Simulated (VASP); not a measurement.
ZnS:

```
Zn S
1.0
     1.90307    1.09874    9.35195
    -1.90307    1.09874    9.35195
     0.00000   -2.19748    9.35195
Zn S
3 3
Direct
  0.99997 0.99997 0.99997
  0.22227 0.22227 0.22227
  0.44461 0.44461 0.44461
  0.08327 0.08327 0.08327
  0.52784 0.52784 0.52784
  0.30536 0.30536 0.30536
```

Base run:

| Quantity | Value |
| --- | --- |
| Program | VASP 6.6.1 |
| Functional | PBEsol |
| Potentials or basis | VASP PAW PBE potentials, release 64 (Zn, S) |
| Cutoff | 520 eV |
| k mesh | 8 × 8 × 8 |
| Occupations | gaussian, width 0.01 eV |
| Spin | no spin polarisation |

Its results: band gap on the k mesh 2.06 eV; pressure -1.1 GPa; largest force 0.012 eV/Å.

Q: The run is repeated on the same cell with these changes: k mesh from 8 × 8 × 8 to 2 × 2 × 2; further incar settings from ALGO = Normal; EDIFF = 1e-07; NBANDS = 36 to ALGO = Normal; EDIFF = 1e-06; NBANDS = 36. What comes out?

A: Band gap on the k mesh 1.99 eV; pressure 2.0 GPa; largest force 0.248 eV/Å.

Caveats: some runs use coarse meshes; the PAW data sets were made with another functional, which shifts forces and pressure a little.

A k mesh can miss the band edges.
